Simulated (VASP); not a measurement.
Cr: single point with PBEsol

Crystal: Cr.

```xyz
1
Lattice="-1.2597 1.2597 1.8895 1.2597 -1.2597 1.8895 1.2597 1.2597 -1.8895" Properties=species:S:1:pos:R:3 pbc="T T T"
Cr    0.0000    0.0000    0.0000
```

This cell differs from its parent crystal: ratio of the length along z to the lengths across it x 1.5, volume and fractional coordinates fixed.

```json
{"Program": "VASP 6.6.1", "Task": "single point", "Functional": "PBEsol", "Potentials or basis": "VASP PAW PBE potentials, release 64 (Cr_pv)", "Cutoff": "520 eV", "k mesh": "26 × 26 × 26", "Occupations": "gaussian, width 0.15 eV", "Spin": "no spin polarisation"}
```

```json
{
  "Pressure": "-11.5 GPa",
  "Band gap on the k mesh": "zero (band 6 reaches 12.53 eV, above the bottom of band 7 at 9.77 eV)"
}
```

Stress tensor (GPa, compression positive):
```
-15.77   0.00   0.00
  0.00 -15.77   0.00
  0.00   0.00  -2.82
```

Levels at points of the mesh, in eV from the Fermi level:
| k point | band 2 | band 3 | band 4 | band 5 | band 6 | band 7 | band 8 | band 9 | band 10 | band 11 |
| --- | --- | --- | --- | --- | --- | --- | --- | --- | --- | --- |
| (0.00, 0.00, 0.00) | -42.28 | -42.28 | -7.53 | -0.81 | -0.28 | -0.28 | 0.91 | 1.53 | 7.43 | 19.77 |
| (0.50, 0.00, 0.00) | -42.45 | -42.36 | -3.93 | -0.87 | -0.33 | 0.77 | 2.33 | 2.55 | 7.42 | 9.21 |
| (0.50, 0.50, 0.00) | -42.66 | -42.58 | -4.13 | -3.30 | 2.36 | 2.55 | 3.00 | 4.08 | 7.43 | 12.62 |
| (0.50, 0.50, 0.50) | -42.52 | -42.52 | -4.12 | -3.20 | 2.43 | 2.71 | 2.73 | 2.73 | 7.43 | 11.32 |

It took 120 s on 1 thread of Intel(R) Xeon(R) Platinum 8488C (Sapphire Rapids) (shared host), peak memory 0.28 GiB.

Caveat: the PAW data sets were made with another functional, which shifts forces and pressure a little; the run has no spin polarisation, though such a crystal can be magnetic. Spin polarisation is off, so any magnetic state and its effect on volume and gap are missing.
